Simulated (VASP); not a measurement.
# ZnO (P6_3mc) in VASP: a series of runs

ZnO is run at these levels: PBE; tasks: single point.

Everything below comes from runs of VASP 6.6.1. Logs are shortened: lines on timing, memory, paths and dates and some standing lists are left out, and cuts for length are marked.

## Step 1: The cell of the first run

Symmetry: P6_3mc, No. 186, hexagonal system. The conventional cell has a = 3.178 Å, b = 3.178 Å, c = 5.128 Å, α = 90.00°, β = 90.00°, γ = 120.00°. Within 2.6 Å of Zn (site symmetry 3m) lie 4 O at 1.94 Å. O (site symmetry 3m) has 4 Zn at 1.94 Å within 2.6 Å.

## Step 2: Single point, PBE

INCAR reads:

```
SYSTEM = ZnO
ALGO     = Normal         ! electronic algorithm
EDIFF    = 1E-7           ! SCF threshold, eV
ENCUT    = 520            ! plane-wave cutoff, eV
GGA      = PE             ! functional
ISIF     = 2              ! what is computed and relaxed
ISMEAR   = 0              ! smearing method
LASPH    = .TRUE.         ! aspherical terms in the spheres
LCHARG   = .FALSE.        ! write CHGCAR
LREAL    = .FALSE.        ! projectors in reciprocal space
LWAVE    = .FALSE.        ! write WAVECAR
NBANDS   = 26             ! bands
NELM     = 100            ! most SCF steps
PREC     = Accurate       ! precision mode
SIGMA    = 0.02           ! smearing width, eV
```

KPOINTS reads:

```
k-points
0
G
  12 12 6
  0 0 0
```

POSCAR reads:

```
ZnO
1.0
    3.1781850223      0.0000000000      0.0000000000
   -1.5890925112      2.7523889673      0.0000000000
    0.0000000000      0.0000000000      5.1280731953
Zn O
2 2
Direct
    0.6666666667      0.3333333333      0.5006253288
    0.3333333333      0.6666666667      0.0006253288
    0.6666666667      0.3333333333      0.8796846712
    0.3333333333      0.6666666667      0.3796846712
```

Potentials or basis: VASP PAW PBE potentials, release 64 (Zn, O).

Started as:

```sh
cat potpaw_PBE.64/Zn/POTCAR potpaw_PBE.64/O/POTCAR > POTCAR
mpirun -np 1 vasp_std > vasp.out
```

OUTCAR:

```text
SYSTEM = ZnO
   EDIFF = 1E-7
   ENCUT = 520
   GGA = PE
   ISIF = 2
   ISMEAR = 0
   LASPH = .TRUE.
   LREAL = .FALSE.
   NELM = 100
   PREC = Accurate

 ion  position               nearest neighbor table
   1  0.667  0.333  0.501-   4 1.94   4 1.94   4 1.94   3 1.94
   2  0.333  0.667  0.001-   3 1.94   3 1.94   3 1.94   4 1.94
   3  0.667  0.333  0.880-   2 1.94   2 1.94   2 1.94   1 1.94
   4  0.333  0.667  0.380-   1 1.94   1 1.94   1 1.94   2 1.94

  LATTYP: Found a hexagonal cell.
 ALAT       =     3.1781850223
 C/A-ratio  =     1.6135225480

  Lattice vectors:

 A1 = (   3.1781850223,   0.0000000000,   0.0000000000)
 A2 = (  -1.5890925112,   2.7523889673,   0.0000000000)
 A3 = (   0.0000000000,   0.0000000000,   5.1280731953)

Analysis of symmetry for initial positions (statically):
=====================================================================
 Subroutine PRICEL returns:
 Original cell was already a primitive cell.

 Routine SETGRP: Setting up the symmetry group for a
 hexagonal supercell.

 Subroutine GETGRP returns: Found 12 space group operations
 (whereof  6 operations were pure point group operations)
 out of a pool of 24 trial point group operations.

The static configuration has the point symmetry C_3v.
 The point group associated with its full space group is C_6v.

Analysis of symmetry for dynamics (positions and initial velocities):
=====================================================================
 Subroutine PRICEL returns:
 Original cell was already a primitive cell.

 Routine SETGRP: Setting up the symmetry group for a
 hexagonal supercell.

 Subroutine GETGRP returns: Found 12 space group operations
 (whereof  6 operations were pure point group operations)
 out of a pool of 24 trial point group operations.

The dynamic configuration has the point symmetry C_3v.
 The point group associated with its full space group is C_6v.

 Subroutine INISYM returns: Found 12 space group operations
 (whereof  6 operations are pure point group operations),
 and found     1 'primitive' translations

----------------------------------------------------------------------------------------

                                     Primitive cell

  volume of cell :      44.8583

  direct lattice vectors                    reciprocal lattice vectors
     3.178185022  0.000000000  0.000000000     0.314644992  0.181660371  0.000000000
    -1.589092511  2.752388967  0.000000000     0.000000000  0.363320741  0.000000000
     0.000000000  0.000000000  5.128073195     0.000000000  0.000000000  0.195005017

  length of vectors
     3.178185022  3.178185022  5.128073195     0.363320741  0.363320741  0.195005017

  position of ions in fractional coordinates (direct lattice)
     0.666666667  0.333333333  0.500625329
     0.333333333  0.666666667  0.000625329
     0.666666667  0.333333333  0.879684671
     0.333333333  0.666666667  0.379684671

  ion indices of the primitive-cell ions
   primitive index   ion index
                 1           1
                 2           2
                 3           3
                 4           4

----------------------------------------------------------------------------------------

 KPOINTS: k-points

Automatic generation of k-mesh.
 Grid dimensions read from file:
 generate k-points for:   12   12    6

 Generating k-lattice:

  Cartesian coordinates                     Fractional coordinates (reciprocal lattice)
     0.026220416  0.015138364  0.000000000     0.083333333  0.000000000  0.000000000
     0.000000000  0.030276728  0.000000000     0.000000000  0.083333333  0.000000000
     0.000000000  0.000000000  0.032500836     0.000000000  0.000000000  0.166666667

  Length of vectors
     0.030276728  0.030276728  0.032500836

  Shift w.r.t. Gamma in fractional coordinates (k-lattice)
     0.000000000  0.000000000  0.000000000

 Subroutine IBZKPT returns following result:
 ===========================================

 Found     76 irreducible k-points:

 Following reciprocal coordinates:
            Coordinates               Weight
  0.000000  0.000000  0.000000      1.000000
  0.083333  0.000000  0.000000      6.000000
  0.166667  0.000000  0.000000      6.000000
  0.250000  0.000000  0.000000      6.000000
  0.333333  0.000000  0.000000      6.000000
  0.416667 -0.000000  0.000000      6.000000
[... 16 lines left out ...]
  0.250000  0.000000  0.166667     12.000000
  0.333333  0.000000  0.166667     12.000000
 [... further k-points ...]
   k-points           NKPTS =     76   k-points in BZ     NKDIM =     76   number of bands    NBANDS=     26
   number of dos      NEDOS =    301   number of ions     NIONS =      4
   total plane-waves  NPLWV =  23040
   dimension x,y,z NGX =    24 NGY =   24 NGZ =   40
   dimension x,y,z NGXF=    48 NGYF=   48 NGZF=   80
   ions per type =               2   2
   NGX,Y,Z   is equivalent  to a cutoff of  12.55, 12.55, 12.97 a.u.
   NGXF,Y,Z  is equivalent  to a cutoff of  25.11, 25.11, 25.94 a.u.
 SYSTEM =  ZnO
   PREC   = accura    normal or accurate (medium, high low for compatibility)
   ISTART =      0    job   : 0-new  1-cont  2-samecut
   ICHARG =      2    charge: 1-file 2-atom 10-const
   ISPIN  =      1    spin polarized calculation?
   LNONCOLLINEAR =      F non collinear calculations
   LSORBIT =      F    spin-orbit coupling
   LASPH  =      T    aspherical Exc in radial PAW
   ENCUT  =  520.0 eV  38.22 Ry    6.18 a.u.   5.91  5.91  9.53*2*pi/ulx,y,z
   NELM   =    100;   NELMIN=  2; NELMDL= -5     # of ELM steps
   EDIFF  = 0.1E-06   stopping-criterion for ELM
   LREAL  =      F    real-space projection
   EDIFFG = 0.1E-05   stopping-criterion for IOM
   NSW    =      0    number of steps for IOM
   IBRION =     -1    ionic relax: 0-MD 1-quasi-New 2-CG
   NFREE  =      0    steps in history (QN), initial steepest desc. (CG)
   ISIF   =      2    stress and relaxation
   ISYM   =      2    0-nonsym 1-usesym 2-fastsym
   POTIM  = 0.5000    time-step for ionic-motion
   TEBEG  =    0.0;   TEEND  =   0.0 temperature during run
   PSTRESS=    0.0 pullay stress
   NELECT =      36.0000    total number of electrons
   NUPDOWN=      -1.0000    fix difference up-down
   EMIN   =  10.00;   EMAX   =-10.00  energy-range for DOS
   EFERMI =   0.00;   METHOD = LEGACY
   ISMEAR =     0;   SIGMA  =   0.02  broadening in eV -4-tet -1-fermi 0-gaus
   EFERMI_NEDOS =   21; number of points for ismear=-14 and -15
   IALGO  =     38    algorithm
   IMIX   =      4    mixing-type and parameters
     AMIX     =   0.40;   BMIX     =  1.00
     AMIX_MAG =   1.60;   BMIX_MAG =  1.00
  volume/ion in A,a.u.               =      11.21        75.68
  Fermi-wavevector in a.u.,A,eV,Ry     =   1.521346  2.874927 31.490588  2.314493
  Thomas-Fermi vector in A             =   2.630073
   LORBIT       =      0    0 simple, 1 ext, 2 COOP (PROOUT), +10 PAW based schemes
   GGA     = PE    functional components
   LHFCALC =     F    Hartree Fock is set to
   AEXX    =    0.0000 exact exchange contribution
   IVDW    =     0    specifies the selected vdW correction
   LEPSILON=     F    determine dielectric tensor
   LRPA    =     F    only Hartree local field effects (RPA)
 non-spin polarized calculation
 Gauss-broadening in eV      SIGMA  =   0.02
  energy-cutoff  :      520.00
  volume of cell :       44.86
 maximum number of plane-waves:      1230
 NGX is ok and might be reduce to    24
   NGX = 11   NGY = 11   NGZ = 19

 number of electron      35.9999976 magnetization

 Free energy of the ion-electron system (eV)
  ---------------------------------------------------
  ext. energy  EPLUGINS =         0.00000000
  ---------------------------------------------------
  free energy    TOTEN  =       -17.63423664 eV

  energy without entropy =      -17.63423664  energy(sigma->0) =      -17.63423664

 E-fermi :   1.8897     XC(G=0): -11.2326

 val. band max:        1.7697032027   @ k =   0.0000   0.0000   0.0000
 cond. band min:       2.6351722937   @ k =   0.0000   0.0000   0.0000
 fundamental gap:      0.8654690910
 Fermi energy:         1.8897283638

 k-point     1 :       0.0000    0.0000    0.0000
  band No.  band energies     occupation
      1     -16.8300      2.00000
      2     -16.0152      2.00000
      3      -4.3642      2.00000
      4      -4.2442      2.00000
      5      -4.2442      2.00000
      6      -4.1929      2.00000
[... 18 lines left out ...]
     25      16.3407      0.00000
     26      16.3407      0.00000

 k-point     2 :       0.0833    0.0000    0.0000
  band No.  band energies     occupation
      1     -16.7868      2.00000
      2     -15.9957      2.00000
      3      -4.3251      2.00000
      4      -4.2754      2.00000
      5      -4.2195      2.00000
      6      -4.1646      2.00000
[... 18 lines left out ...]
     25      16.2520      0.00000
     26      16.4463      0.00000

 k-point     3 :       0.1667    0.0000    0.0000
  band No.  band energies     occupation
      1     -16.6648      2.00000
      2     -15.9438      2.00000
      3      -4.4375      2.00000
      4      -4.1546      2.00000
      5      -4.1501      2.00000
      6      -4.1141      2.00000
[... 18 lines left out ...]
     25      16.1858      0.00000
     26      16.5480      0.00000

 k-point     4 :       0.2500    0.0000    0.0000
  band No.  band energies     occupation
      1     -16.4876      2.00000
      2     -15.8781      2.00000
      3      -4.5697      2.00000
      4      -4.1804      2.00000
      5      -4.0746      2.00000
      6      -3.9729      2.00000
[... 18 lines left out ...]
     25      15.5009      0.00000
     26      16.3792      0.00000

 k-point     5 :       0.3333    0.0000    0.0000
  band No.  band energies     occupation
      1     -16.2918      2.00000
      2     -15.8238      2.00000
      3      -4.6399      2.00000
      4      -4.2436      2.00000
      5      -4.0091      2.00000
      6      -3.8253      2.00000
[... 18 lines left out ...]
     25      15.5162      0.00000
     26      16.3025      0.00000

 k-point     6 :       0.4167   -0.0000    0.0000
  band No.  band energies     occupation
      1     -16.1256      2.00000
      2     -15.8022      2.00000
      3      -4.6140      2.00000
      4      -4.3294      2.00000
      5      -3.9723      2.00000
      6      -3.6829      2.00000
[... 427 lines left out ...]
 k-point    21 :       0.0833    0.0000    0.1667
  band No.  band energies     occupation
      1     -16.7365      2.00000
      2     -16.0515      2.00000
      3      -4.4178      2.00000
      4      -4.3273      2.00000
      5      -4.2113      2.00000
      6      -4.1834      2.00000
[... 18 lines left out ...]
     25      15.6278      0.00000
     26      16.2083      0.00000

 k-point    22 :       0.1667    0.0000    0.1667
  band No.  band energies     occupation
      1     -16.6183      2.00000
      2     -15.9938      2.00000
      3      -4.4791      2.00000
      4      -4.3294      2.00000
      5      -4.1439      2.00000
      6      -4.1050      2.00000
[... 18 lines left out ...]
     25      15.3042      0.00000
     26      16.3109      0.00000

 k-point    23 :       0.2500    0.0000    0.1667
  band No.  band energies     occupation
      1     -16.4472      2.00000
      2     -15.9190      2.00000
      3      -4.6066      2.00000
      4      -4.3262      2.00000
      5      -4.0591      2.00000
      6      -3.9901      2.00000
[... 18 lines left out ...]
     25      15.4984      0.00000
     26      16.2401      0.00000

 k-point    24 :       0.3333    0.0000    0.1667
  band No.  band energies     occupation
      1     -16.2594      2.00000
      2     -15.8538      2.00000
      3      -4.6785      2.00000
      4      -4.3708      2.00000
      5      -3.9870      2.00000
      6      -3.8510      2.00000
[... 18 lines left out ...]
     25      15.5383      0.00000
     26      16.2228      0.00000

 [... further k-points ...]
[... 5 lines left out ...]
  --------------------------------------------------------------------------------------
  -------------------------------------------------------------------------------------
  Total        4.5990790      4.5990790      4.5864714     -0.0000000      0.0000000      0.0000000
  in kB      164.2624337    164.2624337    163.8121365     -0.0000000      0.0000000      0.0000000
  external PRESSURE =     164.1123347 kB  Pullay stress =       0.0000000 kB

 VOLUME and BASIS-vectors are now :
 -----------------------------------------------------------------------------
  energy-cutoff  :      520.00
  volume of cell :       44.86
      direct lattice vectors                 reciprocal lattice vectors
     3.178185022  0.000000000  0.000000000     0.314644992  0.181660371  0.000000000
    -1.589092511  2.752388967  0.000000000     0.000000000  0.363320741  0.000000000
     0.000000000  0.000000000  5.128073195     0.000000000  0.000000000  0.195005017

 POSITION                                       TOTAL-FORCE (eV/Angst)
 -----------------------------------------------------------------------------------
      1.58909      0.91746      2.56724         0.000000     -0.000000      0.002069
     -0.00000      1.83493      0.00321        -0.000000      0.000000      0.002069
      1.58909      0.91746      4.51109         0.000000     -0.000000     -0.002069
     -0.00000      1.83493      1.94705        -0.000000     -0.000000     -0.002069
 -----------------------------------------------------------------------------------
    total drift:                                0.000001      0.000001      0.001199

  FREE ENERGIE OF THE ION-ELECTRON SYSTEM (eV)
  ---------------------------------------------------
  free  energy   TOTEN  =       -17.6342366387 eV

  energy  without entropy=      -17.6342366387  energy(sigma->0) =      -17.63423664
```

Run time: 52 s. Hardware: 1 thread of Intel Xeon Platinum 8488C (Sapphire Rapids), shared host; peak memory 0.2 GiB.

Results:

```
Free energy            : -17.6342 eV
Pressure               : 16.4 GPa
Band gap on the k mesh : 0.87 eV, direct
```

Forces in eV/Å, atoms in the order of the input:
```
Zn   0.000  0.000  0.002
Zn   0.000  0.000  0.002
O    0.000  0.000 -0.002
O    0.000  0.000 -0.002
```

## Step 3: Single point, PBE

This run uses another cell than the first one, of 11.67 Å³/atom, 1.040 times its volume.

INCAR reads:

```
PREC = Accurate ; ENCUT = 520
EDIFF = 1E-6 ; ISMEAR = 0
SIGMA = 0.02 ; LREAL = False
LASPH = True ; NELM = 60
ALGO = Normal ; ISIF = 2
LWAVE = False ; LCHARG = False
GGA = PE ; NBANDS = 26
```

KPOINTS reads:

```
regular mesh
0
Gamma
  12 12 6
```

POSCAR reads:

```
ZnO
1.0
    3.2201550583      0.0000000000      0.0000000000
   -1.6100775292      2.7887360846      0.0000000000
    0.0000000000      0.0000000000      5.1964137782
Zn O
2 2
Direct
    0.6666666667      0.3333333333      0.5006166263
    0.3333333333      0.6666666667      0.0006166263
    0.6666666667      0.3333333333      0.8796933737
    0.3333333333      0.6666666667      0.3796933737
```

Potentials or basis: VASP PAW PBE potentials, release 64 (Zn, O).

Started as:

```sh
cat potpaw_PBE.64/Zn/POTCAR potpaw_PBE.64/O/POTCAR > POTCAR
mpirun -np 1 vasp_std > vasp.out
```

Wall time 48 s (1 thread of Intel Xeon Platinum 8488C (Sapphire Rapids), shared host); peak memory 0.2 GiB.

The run converged. Its results:

| Property | Result |
| --- | --- |
| Free energy | -17.7788 eV |
| Pressure | 9.2 GPa |
| Band gap on the k mesh | 0.81 eV, direct |

Levels at points of the mesh, in eV from the valence-band top:
| k point | band 14 | band 15 | band 16 | band 17 | band 18 | band 19 | band 20 | band 21 | band 22 | band 23 |
| --- | --- | --- | --- | --- | --- | --- | --- | --- | --- | --- |
| (0.00, 0.00, 0.00) | -0.82 | -0.82 | -0.10 | 0.00 | 0.00 | 0.81 | 5.30 | 8.26 | 13.01 | 13.01 |
| (0.50, 0.00, 0.00) | -3.62 | -2.89 | -2.33 | -1.32 | -0.86 | 5.86 | 6.89 | 7.59 | 8.65 | 10.68 |
| (0.00, 0.00, 0.50) | -2.26 | -0.40 | -0.40 | -0.40 | -0.40 | 3.49 | 3.49 | 10.14 | 10.14 | 13.30 |
| (0.50, 0.00, 0.50) | -3.80 | -1.55 | -1.55 | -1.42 | -1.42 | 5.74 | 5.74 | 8.54 | 8.54 | 11.37 |

## Step 4: Single point, PBE

This run uses another cell than the first one, of 12.05 Å³/atom, 1.075 times its volume.

INCAR reads:

```
SYSTEM = ZnO
PREC = Accurate
ENCUT = 520
EDIFF = 1E-7
ISMEAR = 0
SIGMA = 0.02
LREAL = .FALSE.
LASPH = .TRUE.
NELM = 80
ALGO = Normal
ISIF = 2
LWAVE = .FALSE.
LCHARG = .FALSE.
GGA = PE
NBANDS = 26
```

KPOINTS reads:

```
Automatic mesh
0
G
  12 12 6
  0 0 0
```

POSCAR reads:

```
ZnO
1.0
    3.2550856429      0.0000000000      0.0000000000
   -1.6275428214      2.8189868583      0.0000000000
    0.0000000000      0.0000000000      5.2540042660
Zn O
2 2
Direct
    0.6666666667      0.3333333333      0.5006231443
    0.3333333333      0.6666666667      0.0006231443
    0.6666666667      0.3333333333      0.8796868557
    0.3333333333      0.6666666667      0.3796868557
```

Started as:

```sh
cat potpaw_PBE.64/Zn/POTCAR potpaw_PBE.64/O/POTCAR > POTCAR
mpirun -np 1 vasp_std > vasp.out
```

Wall time 80 s (1 thread of Intel Xeon Platinum 8488C (Sapphire Rapids), shared host); peak memory 0.21 GiB.

It converged, with:

| Quantity | Value |
| --- | --- |
| Free energy | -17.8434 eV |
| Pressure | 4.0 GPa |
| Band gap on the k mesh | 0.76 eV, direct |

Levels at points of the mesh, in eV from the valence-band top:
```csv
k point,band 16,band 17,band 18,band 19,band 20,band 21
"(0.00, 0.00, 0.00)",-0.09,0.00,0.00,0.76,5.18,8.15
"(0.50, 0.00, 0.00)",-2.22,-1.27,-0.82,5.72,6.85,7.55
"(0.00, 0.00, 0.50)",-0.38,-0.38,-0.38,3.41,3.41,10.01
"(0.50, 0.00, 0.50)",-1.48,-1.36,-1.36,5.68,5.68,8.35
```

## Step 5: Single point, PBE

This run uses another cell than the first one, of 12.05 Å³/atom, 1.075 times its volume.

INCAR reads:

```
  ALGO = Normal
  EDIFF = 1E-7
  ENCUT = 520
  GGA = PE
  ISIF = 2
  ISMEAR = 0
  LASPH = True
  LCHARG = False
  LREAL = False
  LWAVE = False
  NBANDS = 26
  NELM = 60
  PREC = Accurate
  SIGMA = 0.02
```

KPOINTS reads:

```
k-points
0
Gamma
  12 12 6
```

POSCAR is that of step 4.

Started as:

```sh
cat potpaw_PBE.64/Zn/POTCAR potpaw_PBE.64/O/POTCAR > POTCAR
mpirun -np 1 vasp_std > vasp.out
```

It took 97 s on 1 thread of Intel Xeon Platinum 8488C (Sapphire Rapids), shared host; peak memory 0.21 GiB.

The run converged. Its results:

| Quantity | Value |
| --- | --- |
| Free energy | -17.8434 eV |
| Pressure | 4.0 GPa |
| Band gap on the k mesh | 0.76 eV, direct |

Levels at points of the mesh, in eV from the valence-band top:
```tsv
k point	band 16	band 17	band 18	band 19	band 20	band 21
(0.00, 0.00, 0.00)	-0.09	0.00	0.00	0.76	5.18	8.15
(0.50, 0.00, 0.00)	-2.22	-1.27	-0.82	5.72	6.85	7.55
(0.00, 0.00, 0.50)	-0.38	-0.38	-0.38	3.41	3.41	10.01
(0.50, 0.00, 0.50)	-1.48	-1.36	-1.36	5.68	5.68	8.35
```

As with any semilocal functional, this PBE gap is likely too small.

## Step 6: Summary

| cell | gap on the mesh (eV) | pressure (GPa) |
| --- | --- | --- |
| a = 3.178, b = 3.178, c = 5.128 Å, angles 90.0, 90.0, 120.0°, 4 atoms | 0.87 | 16.4 |
| a = 3.220, b = 3.220, c = 5.196 Å, angles 90.0, 90.0, 120.0°, 4 atoms | 0.81 | 9.2 |
| a = 3.255, b = 3.255, c = 5.254 Å, angles 90.0, 90.0, 120.0°, 4 atoms | 0.76 | 4.0 |

Alike in all rows: task single point; level PBE; potentials or basis VASP PAW PBE potentials, release 64 (Zn, O); no spin polarisation; k mesh 12 × 12 × 6; cutoff (eV) 520; smearing gaussian 0.02 eV.

Absolute energies hang on the potentials; compare differences alone.
